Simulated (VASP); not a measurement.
# C (Fd-3m) in VASP: further runs

Aim: see how the results for C move with the level of theory and the settings. Levels: r2SCAN50, PBEsol-based screened hybrid with 25 % exact exchange, LDA. Tasks: single point.

Everything below comes from runs of VASP 6.6.1. Logs are shortened: lines on timing, memory, paths and dates and some standing lists are left out, and cuts for length are marked.

## (1) The cell of the first run

The structure is cubic, space group Fd-3m (No. 227). Conventional cell: a = 3.590 Å, b = 3.590 Å, c = 3.590 Å, α = 90.00°, β = 90.00°, γ = 90.00°. C (site symmetry -43m) has 4 C at 1.55 Å within 2.1 Å.

## (2) Single point, r2SCAN50

POSCAR reads:

```
C
1.0
    0.0000000000      1.7951807415      1.7951807415
    1.7951807415      0.0000000000      1.7951807415
    1.7951807415      1.7951807415      0.0000000000
C
2
Direct
    0.7500000000      0.7500000000      0.7500000000
    0.5000000000      0.5000000000      0.5000000000
```

INCAR.step1 reads:

```
PREC     = Accurate       # precision mode
ENCUT    = 520            # plane-wave cutoff, eV
EDIFF    = 1E-5           # SCF threshold, eV
ISMEAR   = -1             # smearing method
SIGMA    = 0.05           # smearing width, eV
LREAL    = False          # projectors in reciprocal space
LASPH    = True           # aspherical terms in the spheres
NELM     = 80             # most SCF steps
ALGO     = Normal         # electronic algorithm
ISIF     = 2              # what is computed and relaxed
LWAVE    = True           # write WAVECAR
LCHARG   = False          # write CHGCAR
GGA      = PE             # functional
NBANDS   = 11             # bands
```

INCAR.step2 reads:

```
PREC     = Accurate       # precision mode
ENCUT    = 520            # plane-wave cutoff, eV
EDIFF    = 1E-6           # SCF threshold, eV
ISMEAR   = -1             # smearing method
SIGMA    = 0.05           # smearing width, eV
LREAL    = False          # projectors in reciprocal space
LASPH    = True           # aspherical terms in the spheres
NELM     = 80             # most SCF steps
ALGO     = Normal         # electronic algorithm
ISIF     = 2              # what is computed and relaxed
LWAVE    = False          # write WAVECAR
LCHARG   = False          # write CHGCAR
METAGGA  = R2SCAN         # meta-GGA
LHFCALC  = True           # exact exchange
AEXX     = 0.5            # exact-exchange fraction
LMIXTAU  = True         
PRECFOCK = Normal       
ISTART   = 1            
NBANDS   = 11             # bands
```

KPOINTS reads:

```
regular mesh
0
Gamma
  7 7 7
```

Potentials or basis: VASP PAW PBE potentials, release 64 (C).

Command:

```
$ cat potpaw_PBE.64/C/POTCAR > POTCAR
$ cp INCAR.step1 INCAR
$ mpirun -np 1 vasp_std > vasp.out
$ cp INCAR.step2 INCAR
$ mpirun -np 1 vasp_std > vasp.out
```

OUTCAR:

```text
PREC = Accurate
   ENCUT = 520
   EDIFF = 1E-6
   ISMEAR = -1
   LREAL = False
   LASPH = True
   NELM = 80
   ISIF = 2
   METAGGA = R2SCAN
   LHFCALC = True
   AEXX = 0.5
   PRECFOCK = Normal
   ISTART = 1

 ion  position               nearest neighbor table
   1  0.750  0.750  0.750-   2 1.55   2 1.55   2 1.55   2 1.55
   2  0.500  0.500  0.500-   1 1.55   1 1.55   1 1.55   1 1.55

  LATTYP: Found a face centered cubic cell.
 ALAT       =     3.5903614830

  Lattice vectors:

 A1 = (   0.0000000000,   1.7951807415,   1.7951807415)
 A2 = (   1.7951807415,   0.0000000000,   1.7951807415)
 A3 = (   1.7951807415,   1.7951807415,   0.0000000000)

Analysis of symmetry for initial positions (statically):
=====================================================================
 Subroutine PRICEL returns:
 Original cell was already a primitive cell.

 Routine SETGRP: Setting up the symmetry group for a
 face centered cubic supercell.

 Subroutine GETGRP returns: Found 48 space group operations
 (whereof 24 operations were pure point group operations)
 out of a pool of 48 trial point group operations.

The static configuration has the point symmetry T_d .
 The point group associated with its full space group is O_h .

Analysis of symmetry for dynamics (positions and initial velocities):
=====================================================================
 Subroutine PRICEL returns:
 Original cell was already a primitive cell.

 Routine SETGRP: Setting up the symmetry group for a
 face centered cubic supercell.

 Subroutine GETGRP returns: Found 48 space group operations
 (whereof 24 operations were pure point group operations)
 out of a pool of 48 trial point group operations.

The dynamic configuration has the point symmetry T_d .
 The point group associated with its full space group is O_h .

 Subroutine INISYM returns: Found 48 space group operations
 (whereof 24 operations are pure point group operations),
 and found     1 'primitive' translations

----------------------------------------------------------------------------------------

                                     Primitive cell

  volume of cell :      11.5706

  direct lattice vectors                    reciprocal lattice vectors
     0.000000000  1.795180742  1.795180742    -0.278523487  0.278523487  0.278523487
     1.795180742  0.000000000  1.795180742     0.278523487 -0.278523487  0.278523487
     1.795180742  1.795180742  0.000000000     0.278523487  0.278523487 -0.278523487

  length of vectors
     2.538768952  2.538768952  2.538768952     0.482416831  0.482416831  0.482416831

  position of ions in fractional coordinates (direct lattice)
     0.750000000  0.750000000  0.750000000
     0.500000000  0.500000000  0.500000000

  ion indices of the primitive-cell ions
   primitive index   ion index
                 1           1
                 2           2

----------------------------------------------------------------------------------------

 KPOINTS: regular mesh

Automatic generation of k-mesh.
 Grid dimensions read from file:
 generate k-points for:    7    7    7

 Generating k-lattice:

  Cartesian coordinates                     Fractional coordinates (reciprocal lattice)
    -0.039789070  0.039789070  0.039789070     0.142857143  0.000000000  0.000000000
     0.039789070 -0.039789070  0.039789070     0.000000000  0.142857143  0.000000000
     0.039789070  0.039789070 -0.039789070     0.000000000  0.000000000  0.142857143

  Length of vectors
     0.068916690  0.068916690  0.068916690

  Shift w.r.t. Gamma in fractional coordinates (k-lattice)
     0.000000000  0.000000000  0.000000000

 Subroutine IBZKPT returns following result:
 ===========================================

 Found     20 irreducible k-points:

 Following reciprocal coordinates:
            Coordinates               Weight
  0.000000  0.000000  0.000000      1.000000
  0.142857  0.000000  0.000000      8.000000
  0.285714  0.000000  0.000000      8.000000
  0.428571  0.000000  0.000000      8.000000
  0.142857  0.142857  0.000000      6.000000
  0.285714  0.142857  0.000000     24.000000
[... 12 lines left out ...]
 -0.428571  0.428571  0.142857     24.000000
 -0.285714  0.428571  0.142857     24.000000
   k-points           NKPTS =     20   k-points in BZ     NKDIM =    343   number of bands    NBANDS=     11
   number of dos      NEDOS =    301   number of ions     NIONS =      2
   total plane-waves  NPLWV =   8000
   dimension x,y,z NGX =    20 NGY =   20 NGZ =   20
   dimension x,y,z NGXF=    40 NGYF=   40 NGZF=   40
   ions per type =               2
   NGX,Y,Z   is equivalent  to a cutoff of  13.10, 13.10, 13.10 a.u.
   NGXF,Y,Z  is equivalent  to a cutoff of  26.19, 26.19, 26.19 a.u.
 SYSTEM =  unknown system
   PREC   = accura    normal or accurate (medium, high low for compatibility)
   ISTART =      1    job   : 0-new  1-cont  2-samecut
   ICHARG =      0    charge: 1-file 2-atom 10-const
   ISPIN  =      1    spin polarized calculation?
   LNONCOLLINEAR =      F non collinear calculations
   LSORBIT =      F    spin-orbit coupling
   LASPH  =      T    aspherical Exc in radial PAW
   ENCUT  =  520.0 eV  38.22 Ry    6.18 a.u.   4.72  4.72  4.72*2*pi/ulx,y,z
   NELM   =     80;   NELMIN=  2; NELMDL=  0     # of ELM steps
   EDIFF  = 0.1E-05   stopping-criterion for ELM
   LREAL  =      F    real-space projection
   EDIFFG = 0.1E-04   stopping-criterion for IOM
   NSW    =      0    number of steps for IOM
   IBRION =     -1    ionic relax: 0-MD 1-quasi-New 2-CG
   NFREE  =      0    steps in history (QN), initial steepest desc. (CG)
   ISIF   =      2    stress and relaxation
   ISYM   =      3    0-nonsym 1-usesym 2-fastsym
   POTIM  = 0.5000    time-step for ionic-motion
   TEBEG  =    0.0;   TEEND  =   0.0 temperature during run
   PSTRESS=    0.0 pullay stress
   NELECT =       8.0000    total number of electrons
   NUPDOWN=      -1.0000    fix difference up-down
   EMIN   =  10.00;   EMAX   =-10.00  energy-range for DOS
   EFERMI =   0.00;   METHOD = LEGACY
   ISMEAR =    -1;   SIGMA  =   0.05  broadening in eV -4-tet -1-fermi 0-gaus
   EFERMI_NEDOS =   21; number of points for ismear=-14 and -15
   IALGO  =     38    algorithm
   IMIX   =      1    mixing-type and parameters
     AMIX     =   0.40;   BMIX     =  1.00
     AMIX_MAG =   1.60;   BMIX_MAG =  1.00
  volume/ion in A,a.u.               =       5.79        39.04
  Fermi-wavevector in a.u.,A,eV,Ry     =   1.447616  2.735597 28.512253  2.095592
  Thomas-Fermi vector in A             =   2.565550
   LORBIT       =      0    0 simple, 1 ext, 2 COOP (PROOUT), +10 PAW based schemes
   METAGGA = R2SCAN    functional components
   LHFCALC =     T    Hartree Fock is set to
   PRECFOCK=normal    Normal, Fast or Accurate (Low or Medium for compatibility)
   ENCUT4O =  -1.0   cutoff for four orbital integrals eV
   NKREDX  =     1    reduce k-point grid by
   NKREDY  =     1    reduce k-point grid by
   NKREDZ  =     1    reduce k-point grid by
   AEXX    =    0.5000 exact exchange contribution
   HFSCREEN=    0.0000 screening length (either q_TF or 0.3 A-1)
   HFSCREENC=   0.0000 screening length for correlation (either q_TF or 0.3 A-1)
   ENCUTFOCK=  -1.0 apply spherical cutoff to Coloumb kernel
   IVDW    =     0    specifies the selected vdW correction
   LEPSILON=     F    determine dielectric tensor
   LRPA    =     F    only Hartree local field effects (RPA)
 non-spin polarized calculation
  energy-cutoff  :      520.00
  volume of cell :       11.57
 maximum number of plane-waves:       331
  NGX = 16; NGY = 16; NGZ = 16

 number of electron       8.0000000 magnetization

 Free energy of the ion-electron system (eV)
  ---------------------------------------------------
  ext. energy  EPLUGINS =         0.00000000
  ---------------------------------------------------
  free energy    TOTEN  =       -26.69173221 eV

  energy without entropy =      -26.69173221  energy(sigma->0) =      -26.69173221

 E-fermi :   8.5425     XC(G=0):  -7.7276

 val. band max:        7.4749951041   @ k =   0.0000   0.0000   0.0000
 cond. band min:      15.5376944652   @ k =   0.4286   0.4286   0.0000
 fundamental gap:      8.0626993611
 Fermi energy:         8.5425423374

 k-point     1 :       0.0000    0.0000    0.0000
  band No.  band energies     occupation
      1     -18.2130      2.00000
      2       7.4750      2.00000
      3       7.4750      2.00000
      4       7.4750      2.00000
      5      17.2899      0.00000
      6      17.2899      0.00000
      7      17.2899      0.00000
      8      25.7508      0.00000
      9      31.5293      0.00000
     10      39.0903      0.00000
     11      39.0903      0.00000

 k-point     2 :       0.1429    0.0000    0.0000
  band No.  band energies     occupation
      1     -17.5585      2.00000
      2       3.9584      2.00000
      3       6.5487      2.00000
      4       6.5487      2.00000
      5      18.5214      0.00000
      6      18.5214      0.00000
      7      18.8925      0.00000
      8      26.4006      0.00000
      9      32.5524      0.00000
     10      35.5292      0.00000
     11      35.5292      0.00000

 k-point     3 :       0.2857    0.0000    0.0000
  band No.  band energies     occupation
      1     -15.6236      2.00000
      2      -1.8909      2.00000
      3       5.0929      2.00000
      4       5.0929      2.00000
      5      20.1438      0.00000
      6      20.1438      0.00000
      7      20.1520      0.00000
      8      27.8301      0.00000
      9      33.4441      0.00000
     10      35.0744      0.00000
     11      35.0744      0.00000
[... 211 lines left out ...]
 k-point    19 :      -0.4286    0.4286    0.1429
  band No.  band energies     occupation
      1      -9.9203      2.00000
      2      -5.2758      2.00000
      3      -1.4217      2.00000
      4      -0.6127      2.00000
      5      18.7010      0.00000
      6      19.9680      0.00000
      7      26.6323      0.00000
      8      29.2158      0.00000
      9      34.4027      0.00000
     10      36.0824      0.00000
     11      43.0416      0.00000

 k-point    20 :      -0.2857    0.4286    0.1429
  band No.  band energies     occupation
      1      -8.4356      2.00000
      2      -6.3729      2.00000
      3      -3.2175      2.00000
      4      -0.2712      2.00000
      5      19.9571      0.00000
      6      24.1446      0.00000
      7      25.6351      0.00000
      8      26.4499      0.00000
      9      32.4013      0.00000
     10      36.4529      0.00000
     11      40.9210      0.00000

------------------------ aborting loop because EDIFF is reached ----------------------------------------

  FORCE on cell =-STRESS in cart. coord.  units (eV):
  Direction    XX          YY          ZZ          XY          YZ          ZX
  --------------------------------------------------------------------------------------
  -------------------------------------------------------------------------------------
  Total       -1.8507074     -1.8507074     -1.8507074      0.0000000      0.0000000     -0.0000000
  in kB     -256.2676597   -256.2676597   -256.2676597      0.0000000      0.0000000     -0.0000000
  external PRESSURE =    -256.2676597 kB  Pullay stress =       0.0000000 kB

 VOLUME and BASIS-vectors are now :
 -----------------------------------------------------------------------------
  energy-cutoff  :      520.00
  volume of cell :       11.57
      direct lattice vectors                 reciprocal lattice vectors
     0.000000000  1.795180742  1.795180742    -0.278523487  0.278523487  0.278523487
     1.795180742  0.000000000  1.795180742     0.278523487 -0.278523487  0.278523487
     1.795180742  1.795180742  0.000000000     0.278523487  0.278523487 -0.278523487

 POSITION                                       TOTAL-FORCE (eV/Angst)
 -----------------------------------------------------------------------------------
      2.69277      2.69277      2.69277        -0.000000     -0.000000     -0.000000
      1.79518      1.79518      1.79518         0.000000      0.000000      0.000000
 -----------------------------------------------------------------------------------
    total drift:                                0.000000     -0.000000      0.000000

  FREE ENERGIE OF THE ION-ELECTRON SYSTEM (eV)
  ---------------------------------------------------
  free  energy   TOTEN  =       -26.6917322060 eV

  energy  without entropy=      -26.6917322060  energy(sigma->0) =      -26.69173221
```

Wall time 5 min (1 thread of Intel Xeon Platinum 8488C (Sapphire Rapids), shared host); peak memory 0.13 GiB.

What came out:

* Free energy: -26.6917 eV
* Pressure: -25.6 GPa
* Band gap on the k mesh: 8.06 eV (least direct gap 9.81 eV)

Levels at points of the mesh, in eV from the valence-band top:
```tsv
k point	band 1	band 2	band 3	band 4	band 5	band 6	band 7	band 8	band 9
(0.00, 0.00, 0.00)	-25.69	0.00	0.00	0.00	9.81	9.81	9.81	18.28	24.05
```

Caveat: the k points lie up to 0.43 Å⁻¹ apart; the PAW data sets were made with another functional, which shifts forces and pressure a little; an odd mesh through Γ misses points on the zone boundary, where band edges can lie.

[end of part 1 of 2]
